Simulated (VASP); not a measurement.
A run of VASP 6.6.1 is set up as follows.

Contents of INCAR:

```
SYSTEM = BaTiO3
ALGO = Normal ; EDIFF = 1E-6
ENCUT = 1340 ; GGA = PE
GGA_COMPAT = .False. ; ISIF = 2
ISMEAR = 0 ; LASPH = .True.
LCHARG = .False. ; LDAU = .True.
LDAUJ = 0 0 0 ; LDAUL = -1 2 -1
LDAUPRINT = 1 ; LDAUTYPE = 2
LDAUU = 0 4 0 ; LMAXMIX = 4
LREAL = .False. ; LWAVE = .False.
NBANDS = 28 ; NELM = 200
PREC = Accurate ; SIGMA = 0.05
```

File KPOINTS:

```
k-points
0
Gamma
  6 6 6
  0 0 0
```

File POSCAR:

```
BaTiO3
1.0
    2.9032776664      1.6762081422      2.3108627746
   -2.9032776664      1.6762081422      2.3108627746
    0.0000000000     -3.3524162845      2.3108627746
Ba Ti O
1 1 3
Direct
    0.0026800181      0.0026800181      0.0026800181
    0.5127992509      0.5127992509      0.5127992509
    0.4903227049      0.4903227049      0.9825753212
    0.4903227049      0.9825753212      0.4903227049
    0.9825753212      0.4903227049      0.4903227049
```

Potentials or basis: VASP PAW PBE potentials, release 64 (Ba_sv, Ti_sv, O_h).

The run is started by

```console
$ cat potpaw_PBE.64/Ba_sv/POTCAR potpaw_PBE.64/Ti_sv/POTCAR potpaw_PBE.64/O_h/POTCAR > POTCAR
$ mpirun -np 1 vasp_std > vasp.out
```

Problem. Predict the band gap on the k mesh.

Solution. 2.55 eV (least direct gap 2.96 eV).

Problem. Estimate the largest force.

Solution. 0.485 eV/Å.

Problem. Predict the pressure.

Solution. 0.7 GPa.

Eigenvalues of the final occupation matrices:
| site | spin | trace | eigenvalues |
| --- | --- | --- | --- |
| site 2 d | 1 | 0.80 | 0.11 0.11 0.11 0.24 0.24 |
| site 2 d | 2 | 0.80 | 0.11 0.11 0.11 0.24 0.24 |

Caveat: the cell differs from its parent crystal (strain +0.015 along x and y, -0.015 along z); the stress differs along the axes, from -1 to 5 GPa; spin-orbit coupling is left out, which moves the levels of the heavy elements. A k mesh can miss the band edges.
